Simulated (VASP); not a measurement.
A run of VASP 6.6.1 is set up as follows.

Contents of INCAR:

```
SYSTEM = Cd7Se8
PREC = Accurate
ENCUT = 520
EDIFF = 1E-6
ISMEAR = 1
SIGMA = 0.15
LREAL = Auto
LASPH = .TRUE.
NELM = 100
ALGO = Normal
ISIF = 2
LWAVE = .FALSE.
LCHARG = .FALSE.
GGA = PE
NBANDS = 79
```

KPOINTS

```
Automatic mesh
0
G
  2 2 2
  0 0 0
```

POSCAR

```
Cd7Se8
1.0
    8.6536303400     -0.0000005800      0.0000000000
   -4.3268146700      7.4942640000      0.0000000000
    0.0000000000      0.0000000000      7.0637770000
Cd Se
7 8
Direct
    0.3611449195      0.1707650290      0.5126048005
    0.1632806052      0.8319438833     -0.0010352818
    0.3611530544      0.6910434713      0.5126084813
    0.6411026371      0.3214009237      0.0251872334
    1.0837302874      0.2921632636      0.0413048147
    0.6411079892      0.8203253010      0.0251804382
    0.8254843589      0.6630701132      0.5054433344
    0.2283965341      0.3645289427      0.3708190392
    0.3079120813      0.1694258674      0.8884489134
    0.1711753855      0.8359115851      0.3832783793
    0.3079148251      0.6391048112      0.8884486302
    0.6977647308      0.3258547343      0.3964539084
    0.7850619322      0.1428454422      0.8612093785
    0.6977731896      0.8725671266      0.3964468301
    0.8172907036      0.6589560328      0.8893642877
```

Potentials or basis: VASP PAW PBE potentials, release 64 (Cd, Se).

Run with:

```console
$ cat potpaw_PBE.64/Cd/POTCAR potpaw_PBE.64/Se/POTCAR > POTCAR
$ mpirun -np 1 vasp_std > vasp.out
```

(1) Estimate the band gap on the k mesh.

(2) What does it give for the largest force?

(3) Predict the pressure.

Results:

(1) zero (bands 66 and 67 overlap by 0.47 eV).

(2) 0.487 eV/Å.

(3) -0.2 GPa.

Caveat: the k points lie up to 0.44 Å⁻¹ apart.
